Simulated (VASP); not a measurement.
GaN:

```
CELL_PARAMETERS angstrom
3.21713 0.00000 0.00000
-1.60857 2.78612 0.00000
0.00000 0.00000 10.49541
ATOMIC_POSITIONS crystal
Ga 0.00000 0.00000 0.99965
Ga 0.33333 0.66667 0.24994
Ga 0.00000 0.00000 0.49965
Ga 0.66667 0.33333 0.74994
N 0.00000 0.00000 0.18763
N 0.33333 0.66667 0.43778
N 0.00000 0.00000 0.68763
N 0.66667 0.33333 0.93778
```

```yaml
Program: VASP 6.6.1
Task: relaxation of cell and atoms
Functional: PBEsol
Potentials_or_basis: VASP PAW PBE potentials, release 64 (Ga_d, N)
Cutoff: 600 eV
k_mesh: 12 × 12 × 2
Occupations: fermi-dirac, width 0.02 eV
Spin: no spin polarisation
```

At the start: pressure -6.1 GPa; volume 11.76 Å³/atom.

Q: Where does the relaxation end?

A: Over 13 steps the energy falls by 8.2 meV/atom and the volume is 11.35 Å³/atom (-3.4 %); space group P6_3mc (No. 186, to 0.1 Å) before and after.

The path:
```
step  energy change (eV)  largest force (eV/Å)  pressure (GPa)  volume (Å³)
   1              0.0000                0.0007           -6.11        94.07
   2             -0.0163                0.0130            5.95        88.10
   3             -0.0657                0.0062            0.36        90.79
   4             -0.0655                0.0060           -0.40        90.97
   5             -0.0657                0.0061            0.01        90.88
   6             -0.0657                0.0021           -0.19        90.87
   7             -0.0657                0.0016           -0.19        90.87
   8             -0.0657                0.0014           -0.19        90.87
   9             -0.0657                0.0022           -0.19        90.87
  10             -0.0657                0.0013           -0.19        90.87
  11             -0.0657                0.0002           -0.14        90.87
  12             -0.0657                0.0005           -0.16        90.86
  13             -0.0657                0.0010            0.01        90.83
```

Final structure:
```xyz
8
Lattice="3.1797 0.0000 0.0000 -1.5899 2.7537 0.0000 0.0000 0.0000 10.3737" Properties=species:S:1:pos:R:3 pbc="T T T"
Ga    0.0000    0.0000   10.3703
Ga    0.0000    1.8358    2.5928
Ga    0.0000    0.0000    5.1834
Ga    1.5899    0.9179    7.7797
N     0.0000    0.0000    1.9462
N     0.0000    1.8358    4.5413
N     0.0000    0.0000    7.1331
N     1.5899    0.9179    9.7282
```

Caveat: the PAW data sets were made with another functional, which shifts forces and pressure a little.
